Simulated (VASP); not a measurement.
# Mg2WO4 (F-43m) in VASP: further runs

Runs on Mg2WO4. Level: PBE. Tasks: single point.

All numbers are computed with VASP 6.6.1; they aren't measurements. Logs are shortened: lines on timing, memory, paths and dates and some standing lists are left out, and cuts for length are marked.

## 1. The cell of the first run

Symmetry: F-43m, No. 216, cubic system. Conventional cell: a = 7.994 Å, b = 7.994 Å, c = 7.994 Å, α = 90.00°, β = 90.00°, γ = 90.00°. Mg (site symmetry -43m) has 12 O at 3.30 Å and 4 Mg at 3.46 Å and 6 W at 4.00 Å within 4.3 Å. Within 4.4 Å of Mg (site symmetry -43m) lie 12 O at 3.32 Å and 4 Mg at 3.46 Å and 4 W at 3.46 Å. Within 2.4 Å of W (site symmetry -43m) lie 4 O at 1.79 Å. Within 2.4 Å of O (site symmetry 3m) lie 1 W at 1.79 Å.

The cell was generated, and may not be a known phase.

## 2. Single point, PBE

Input file INCAR:

```
SYSTEM = Mg2WO4
  PREC = Accurate
  ENCUT = 840
  EDIFF = 1E-6
  ISMEAR = 0
  SIGMA = 0.1
  LREAL = .FALSE.
  LASPH = .TRUE.
  NELM = 120
  ALGO = Normal
  ISIF = 2
  LWAVE = .FALSE.
  LCHARG = .FALSE.
  GGA = PE
  NBANDS = 38
  GGA_COMPAT = .FALSE.
```

Input file KPOINTS:

```
Automatic mesh
0
G
  4 4 4
  0 0 0
```

Input file POSCAR:

```
Mg2WO4
1.0
    0.0000000000      3.9967859649      3.9967859649
    3.9967859649      0.0000000000      3.9967859649
    3.9967859649      3.9967859649      0.0000000000
Mg W O
2 1 4
Direct
    0.0000000000      0.0000000000      0.0000000000
    0.7500000000      0.7500000000      0.7500000000
    0.5000000000      0.5000000000      0.5000000000
    0.3708633776      0.3708633776      0.3708633776
    0.3708633776      0.3708633776      0.8874098671
    0.3708633776      0.8874098671      0.3708633776
    0.8874098671      0.3708633776      0.3708633776
```

Potentials or basis: VASP PAW PBE potentials, release 64 (Mg_sv, W_sv, O).

Run with:

```console
$ cat potpaw_PBE.64/Mg_sv/POTCAR potpaw_PBE.64/W_sv/POTCAR potpaw_PBE.64/O/POTCAR > POTCAR
$ mpirun -np 1 vasp_std > vasp.out
```

OUTCAR:

```text
SYSTEM = Mg2WO4
   PREC = Accurate
   ENCUT = 840
   EDIFF = 1E-6
   ISMEAR = 0
   LREAL = .FALSE.
   LASPH = .TRUE.
   NELM = 120
   ISIF = 2
   GGA = PE

 ion  position               nearest neighbor table
   1  0.000  0.000  0.000-
   2  0.750  0.750  0.750-
   3  0.500  0.500  0.500-   5 1.79   6 1.79   7 1.79   4 1.79
   4  0.371  0.371  0.371-   3 1.79
   5  0.371  0.371  0.887-   3 1.79
   6  0.371  0.887  0.371-   3 1.79
   7  0.887  0.371  0.371-   3 1.79

  LATTYP: Found a face centered cubic cell.
 ALAT       =     7.9935719298

  Lattice vectors:

 A1 = (   0.0000000000,   3.9967859649,   3.9967859649)
 A2 = (   3.9967859649,   0.0000000000,   3.9967859649)
 A3 = (   3.9967859649,   3.9967859649,   0.0000000000)

Analysis of symmetry for initial positions (statically):
=====================================================================
 Subroutine PRICEL returns:
 Original cell was already a primitive cell.

 Routine SETGRP: Setting up the symmetry group for a
 face centered cubic supercell.

 Subroutine GETGRP returns: Found 24 space group operations
 (whereof 24 operations were pure point group operations)
 out of a pool of 48 trial point group operations.

The static configuration has the point symmetry T_d .

Analysis of symmetry for dynamics (positions and initial velocities):
=====================================================================
 Subroutine PRICEL returns:
 Original cell was already a primitive cell.

 Routine SETGRP: Setting up the symmetry group for a
 face centered cubic supercell.

 Subroutine GETGRP returns: Found 24 space group operations
 (whereof 24 operations were pure point group operations)
 out of a pool of 48 trial point group operations.

The dynamic configuration has the point symmetry T_d .

 Subroutine INISYM returns: Found 24 space group operations
 (whereof 24 operations are pure point group operations),
 and found     1 'primitive' translations

----------------------------------------------------------------------------------------

                                     Primitive cell

  volume of cell :     127.6917

  direct lattice vectors                    reciprocal lattice vectors
     0.000000000  3.996785965  3.996785965    -0.125100519  0.125100519  0.125100519
     3.996785965  0.000000000  3.996785965     0.125100519 -0.125100519  0.125100519
     3.996785965  3.996785965  0.000000000     0.125100519  0.125100519 -0.125100519

  length of vectors
     5.652308917  5.652308917  5.652308917     0.216680456  0.216680456  0.216680456

  position of ions in fractional coordinates (direct lattice)
     0.000000000  0.000000000  0.000000000
     0.750000000  0.750000000  0.750000000
     0.500000000  0.500000000  0.500000000
     0.370863378  0.370863378  0.370863378
     0.370863378  0.370863378  0.887409867
     0.370863378  0.887409867  0.370863378
     0.887409867  0.370863378  0.370863378

  ion indices of the primitive-cell ions
   primitive index   ion index
                 1           1
                 2           2
                 3           3
                 4           4
                 5           5
                 6           6
                 7           7

----------------------------------------------------------------------------------------

 KPOINTS: Automatic mesh

Automatic generation of k-mesh.
 Grid dimensions read from file:
 generate k-points for:    4    4    4

 Generating k-lattice:

  Cartesian coordinates                     Fractional coordinates (reciprocal lattice)
    -0.031275130  0.031275130  0.031275130     0.250000000  0.000000000  0.000000000
     0.031275130 -0.031275130  0.031275130     0.000000000  0.250000000  0.000000000
     0.031275130  0.031275130 -0.031275130     0.000000000  0.000000000  0.250000000

  Length of vectors
     0.054170114  0.054170114  0.054170114

  Shift w.r.t. Gamma in fractional coordinates (k-lattice)
     0.000000000  0.000000000  0.000000000

 Subroutine IBZKPT returns following result:
 ===========================================

 Found      8 irreducible k-points:

 Following reciprocal coordinates:
            Coordinates               Weight
  0.000000  0.000000  0.000000      1.000000
  0.250000  0.000000  0.000000      8.000000
  0.500000  0.000000  0.000000      4.000000
  0.250000  0.250000  0.000000      6.000000
  0.500000  0.250000  0.000000     24.000000
 -0.250000  0.250000  0.000000     12.000000
  0.500000  0.500000  0.000000      3.000000
 -0.250000  0.500000  0.250000      6.000000
   k-points           NKPTS =      8   k-points in BZ     NKDIM =      8   number of bands    NBANDS=     38
   number of dos      NEDOS =    301   number of ions     NIONS =      7
   total plane-waves  NPLWV = 157464
   dimension x,y,z NGX =    54 NGY =   54 NGZ =   54
   dimension x,y,z NGXF=   108 NGYF=  108 NGZF=  108
   ions per type =               2   1   4
   NGX,Y,Z   is equivalent  to a cutoff of  15.88, 15.88, 15.88 a.u.
   NGXF,Y,Z  is equivalent  to a cutoff of  31.77, 31.77, 31.77 a.u.
 SYSTEM =  Mg2WO4
   PREC   = accura    normal or accurate (medium, high low for compatibility)
   ISTART =      0    job   : 0-new  1-cont  2-samecut
   ICHARG =      2    charge: 1-file 2-atom 10-const
   ISPIN  =      1    spin polarized calculation?
   LNONCOLLINEAR =      F non collinear calculations
   LSORBIT =      F    spin-orbit coupling
   LASPH  =      T    aspherical Exc in radial PAW
   ENCUT  =  840.0 eV  61.74 Ry    7.86 a.u.  13.36 13.36 13.36*2*pi/ulx,y,z
   NELM   =    120;   NELMIN=  2; NELMDL= -5     # of ELM steps
   EDIFF  = 0.1E-05   stopping-criterion for ELM
   LREAL  =      F    real-space projection
   EDIFFG = 0.1E-04   stopping-criterion for IOM
   NSW    =      0    number of steps for IOM
   IBRION =     -1    ionic relax: 0-MD 1-quasi-New 2-CG
   NFREE  =      0    steps in history (QN), initial steepest desc. (CG)
   ISIF   =      2    stress and relaxation
   ISYM   =      2    0-nonsym 1-usesym 2-fastsym
   POTIM  = 0.5000    time-step for ionic-motion
   TEBEG  =    0.0;   TEEND  =   0.0 temperature during run
   PSTRESS=    0.0 pullay stress
   NELECT =      58.0000    total number of electrons
   NUPDOWN=      -1.0000    fix difference up-down
   EMIN   =  10.00;   EMAX   =-10.00  energy-range for DOS
   EFERMI =   0.00;   METHOD = LEGACY
   ISMEAR =     0;   SIGMA  =   0.10  broadening in eV -4-tet -1-fermi 0-gaus
   EFERMI_NEDOS =   21; number of points for ismear=-14 and -15
   IALGO  =     38    algorithm
   IMIX   =      4    mixing-type and parameters
     AMIX     =   0.40;   BMIX     =  1.00
     AMIX_MAG =   1.60;   BMIX_MAG =  1.00
  volume/ion in A,a.u.               =      18.24       123.10
  Fermi-wavevector in a.u.,A,eV,Ry     =   1.258433  2.378093 21.546900  1.583652
  Thomas-Fermi vector in A             =   2.392042
   LORBIT       =      0    0 simple, 1 ext, 2 COOP (PROOUT), +10 PAW based schemes
   GGA     = PE    functional components
   LHFCALC =     F    Hartree Fock is set to
   AEXX    =    0.0000 exact exchange contribution
   IVDW    =     0    specifies the selected vdW correction
   LEPSILON=     F    determine dielectric tensor
   LRPA    =     F    only Hartree local field effects (RPA)
 non-spin polarized calculation
 Gauss-broadening in eV      SIGMA  =   0.10
  energy-cutoff  :      840.00
  volume of cell :      127.69
 maximum number of plane-waves:      7120
 NGX is ok and might be reduce to    54
   NGX = 27   NGY = 27   NGZ = 27

 number of electron      57.9999997 magnetization

 Free energy of the ion-electron system (eV)
  ---------------------------------------------------
  ext. energy  EPLUGINS =         0.00000000
  ---------------------------------------------------
  free energy    TOTEN  =       -43.23429354 eV

  energy without entropy =      -43.22666599  energy(sigma->0) =      -43.23047976

 E-fermi :   1.8118     XC(G=0):  -8.8433

 val. band max:        1.7002770061   @ k =   0.5000   0.0000   0.0000
 cond. band min:       1.8493240281   @ k =  -0.2500   0.5000   0.2500
 fundamental gap:      0.1490470221
 Fermi energy:         1.8117660554

 k-point     1 :       0.0000    0.0000    0.0000
  band No.  band energies     occupation
      1     -75.6001      2.00000
      2     -75.5566      2.00000
      3     -72.6308      2.00000
      4     -42.3618      2.00000
      5     -42.3618      2.00000
      6     -42.3618      2.00000
[... 30 lines left out ...]
     37       6.8753      0.00000
     38       6.8753      0.00000

 k-point     2 :       0.2500    0.0000    0.0000
  band No.  band energies     occupation
      1     -75.6000      2.00000
      2     -75.5565      2.00000
      3     -72.6308      2.00000
      4     -42.3618      2.00000
      5     -42.3618      2.00000
      6     -42.3618      2.00000
[... 30 lines left out ...]
     37       6.7893      0.00000
     38       7.0287      0.00000

 k-point     3 :       0.5000    0.0000    0.0000
  band No.  band energies     occupation
      1     -75.6001      2.00000
      2     -75.5566      2.00000
      3     -72.6308      2.00000
      4     -42.3618      2.00000
      5     -42.3618      2.00000
      6     -42.3618      2.00000
[... 30 lines left out ...]
     37       6.7434      0.00000
     38       7.8261      0.00000

 k-point     4 :       0.2500    0.2500    0.0000
  band No.  band energies     occupation
      1     -75.6000      2.00000
      2     -75.5565      2.00000
      3     -72.6308      2.00000
      4     -42.3618      2.00000
      5     -42.3618      2.00000
      6     -42.3618      2.00000
[... 30 lines left out ...]
     37       6.5801      0.00000
     38       7.0718      0.00000

 k-point     5 :       0.5000    0.2500    0.0000
  band No.  band energies     occupation
      1     -75.6000      2.00000
      2     -75.5565      2.00000
      3     -72.6308      2.00000
      4     -42.3618      2.00000
      5     -42.3618      2.00000
      6     -42.3617      2.00000
[... 30 lines left out ...]
     37       6.6824      0.00000
     38       7.6939      0.00000

 k-point     6 :      -0.2500    0.2500    0.0000
  band No.  band energies     occupation
      1     -75.6000      2.00000
      2     -75.5565      2.00000
      3     -72.6308      2.00000
      4     -42.3618      2.00000
      5     -42.3618      2.00000
      6     -42.3618      2.00000
[... 30 lines left out ...]
     37       6.9048      0.00000
     38       8.1192      0.00000

 k-point     7 :       0.5000    0.5000    0.0000
  band No.  band energies     occupation
      1     -75.6000      2.00000
      2     -75.5565      2.00000
      3     -72.6308      2.00000
      4     -42.3618      2.00000
      5     -42.3618      2.00000
      6     -42.3617      2.00000
[... 30 lines left out ...]
     37       6.5825      0.00000
     38       6.5825      0.00000

 k-point     8 :      -0.2500    0.5000    0.2500
  band No.  band energies     occupation
      1     -75.6000      2.00000
      2     -75.5565      2.00000
      3     -72.6308      2.00000
      4     -42.3618      2.00000
      5     -42.3618      2.00000
      6     -42.3617      2.00000
[... 30 lines left out ...]
     37       6.9886      0.00000
     38       7.6142      0.00000

------------------------ aborting loop because EDIFF is reached ----------------------------------------

  FORCE on cell =-STRESS in cart. coord.  units (eV):
  Direction    XX          YY          ZZ          XY          YZ          ZX
  --------------------------------------------------------------------------------------
  -------------------------------------------------------------------------------------
  Total        1.0990119      1.0990119      1.0990119      0.0000000      0.0000000     -0.0000000
  in kB       13.7895562     13.7895562     13.7895562      0.0000000      0.0000000     -0.0000000
  external PRESSURE =      13.7895562 kB  Pullay stress =       0.0000000 kB

 VOLUME and BASIS-vectors are now :
 -----------------------------------------------------------------------------
  energy-cutoff  :      840.00
  volume of cell :      127.69
      direct lattice vectors                 reciprocal lattice vectors
     0.000000000  3.996785965  3.996785965    -0.125100519  0.125100519  0.125100519
     3.996785965  0.000000000  3.996785965     0.125100519 -0.125100519  0.125100519
     3.996785965  3.996785965  0.000000000     0.125100519  0.125100519 -0.125100519

 POSITION                                       TOTAL-FORCE (eV/Angst)
 -----------------------------------------------------------------------------------
      0.00000      0.00000      0.00000         0.000000      0.000000      0.000000
      5.99518      5.99518      5.99518         0.000000      0.000000      0.000000
      3.99679      3.99679      3.99679         0.000000      0.000000      0.000000
      2.96452      2.96452      2.96452        -0.241296     -0.241296     -0.241296
      5.02905      5.02905      2.96452         0.241296      0.241296     -0.241296
      5.02905      2.96452      5.02905         0.241296     -0.241296      0.241296
      2.96452      5.02905      5.02905        -0.241296      0.241296      0.241296
 -----------------------------------------------------------------------------------
    total drift:                                0.000001      0.000001      0.000001

  FREE ENERGIE OF THE ION-ELECTRON SYSTEM (eV)
  ---------------------------------------------------
  free  energy   TOTEN  =       -43.2342935378 eV

  energy  without entropy=      -43.2266659912  energy(sigma->0) =      -43.23047976
```

It took 69 s on 1 thread of AMD EPYC 9R45 (Zen 5), shared host; peak memory 0.36 GiB.

Results:

| Quantity | Value |
| --- | --- |
| Free energy | -43.2343 eV |
| Pressure | 1.4 GPa |
| Largest force | 0.418 eV/Å |
| Band gap on the k mesh | zero (bands 29 and 30 overlap by 0.15 eV) |

Forces on the atoms (eV/Å):
```
Mg   0.000  0.000  0.000
Mg   0.000  0.000  0.000
W    0.000  0.000  0.000
O   -0.241 -0.241 -0.241
O    0.241  0.241 -0.241
O    0.241 -0.241  0.241
O   -0.241  0.241  0.241
```

Caveat: spin-orbit coupling is left out, which moves the levels of the heavy elements.

## 3. Single point, PBE

This run uses another cell than the first one, of 18.43 Å³/atom.

Input file INCAR:

```
SYSTEM = Mg2WO4
ALGO = Normal
EDIFF = 1E-6
ENCUT = 750
GGA = PE
GGA_COMPAT = .False.
ISIF = 2
ISMEAR = 0
LASPH = .True.
LCHARG = .True.
LELF = .True.
LREAL = .False.
LVHAR = .True.
LWAVE = .False.
NBANDS = 38
NELM = 120
PREC = Accurate
SIGMA = 0.1
```

Input file KPOINTS:

```
k-points
0
Gamma
  8 8 8
  0 0 0
```

Input file POSCAR:

```
Mg2WO4
1.0
    0.0000000000      4.0107100549      4.0107100549
    4.0107100549      0.0000000000      4.0107100549
    4.0107100549      4.0107100549      0.0000000000
Mg W O
2 1 4
Direct
    0.0000000000      0.0000000000      0.0000000000
    0.2500000000      0.2500000000      0.2500000000
    0.5000000000      0.5000000000      0.5000000000
    0.6287436718      0.1137689847      0.6287436718
    0.6287436718      0.6287436718      0.6287436718
    0.1137689847      0.6287436718      0.6287436718
    0.6287436718      0.6287436718      0.1137689847
```

Potentials or basis: VASP PAW PBE potentials, release 64 (Mg_sv, W_sv, O).

Run with:

```console
$ cat potpaw_PBE.64/Mg_sv/POTCAR potpaw_PBE.64/W_sv/POTCAR potpaw_PBE.64/O/POTCAR > POTCAR
$ mpirun -np 1 vasp_std > vasp.out
```

It took 13 min on 1 thread of AMD EPYC 7R43 (Zen 3), shared host; peak memory 0.49 GiB.

Results (log left out):

* Free energy: -43.2024 eV
* Pressure: 0.9 GPa
* Largest force: 0.416 eV/Å
* Band gap on the k mesh: zero (bands 29 and 30 overlap by 0.15 eV)

Forces in eV/Å, atoms in the order of the input:
```
Mg   0.000  0.000  0.000
Mg   0.000  0.000  0.000
W    0.000  0.000  0.000
O   -0.240  0.240 -0.240
O    0.240  0.240  0.240
O    0.240 -0.240 -0.240
O   -0.240 -0.240  0.240
```

Levels at points of the mesh, in eV from the Fermi level:
```csv
k point,band 26,band 27,band 28,band 29,band 30,band 31,band 32,band 33
"(0.00, 0.00, 0.00)",-2.76,-1.54,-1.54,-1.54,2.41,2.41,2.41,2.86
"(0.50, 0.00, 0.00)",-2.13,-2.13,-1.53,-0.42,-0.08,2.90,2.90,3.06
"(0.50, 0.50, 0.00)",-2.07,-1.96,-1.96,-0.24,0.13,2.86,2.86,3.62
```

Caveat: spin-orbit coupling is left out, which moves the levels of the heavy elements.

The gap in the log of VASP goes by the Fermi energy; the results here count the filled bands.